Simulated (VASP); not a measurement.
Here is a VASP 6.6.1 calculation.

File INCAR:

```
PREC     = Accurate       # precision mode
ENCUT    = 520            # plane-wave cutoff, eV
EDIFF    = 1E-6           # SCF threshold, eV
ISMEAR   = -1             # smearing method
SIGMA    = 0.03           # smearing width, eV
LREAL    = False          # projectors in reciprocal space
LASPH    = True           # aspherical terms in the spheres
NELM     = 80             # most SCF steps
ALGO     = Normal         # electronic algorithm
ISIF     = 2              # what is computed and relaxed
LWAVE    = False          # write WAVECAR
LCHARG   = False          # write CHGCAR
GGA      = PE             # functional
NBANDS   = 17             # bands
```

The input KPOINTS:

```
Automatic mesh
0
Gamma
  11 11 11
```

POSCAR

```
PbS
1.0
    0.0000000000      3.3496993885      3.3496993885
    3.3496993885      0.0000000000      3.3496993885
    3.3496993885      3.3496993885      0.0000000000
Pb S
1 1
Direct
    0.0000000000      0.0000000000      0.0000000000
    0.2500000000      0.2500000000      0.2500000000
```

Potentials or basis: VASP PAW PBE potentials, release 64 (Pb_d, S).

Command:

```sh
$ cat potpaw_PBE.64/Pb_d/POTCAR potpaw_PBE.64/S/POTCAR > POTCAR
$ mpirun -np 1 vasp_std > vasp.out
```

**Question.** Predict the pressure.

**Answer.** -0.8 GPa.

**Question.** Predict the band gap on the k mesh.

**Answer.** 0.97 eV, indirect (least direct gap 1.35 eV).

Caveat: spin-orbit coupling is left out, which moves the levels of the heavy elements. A k mesh can miss the band edges.
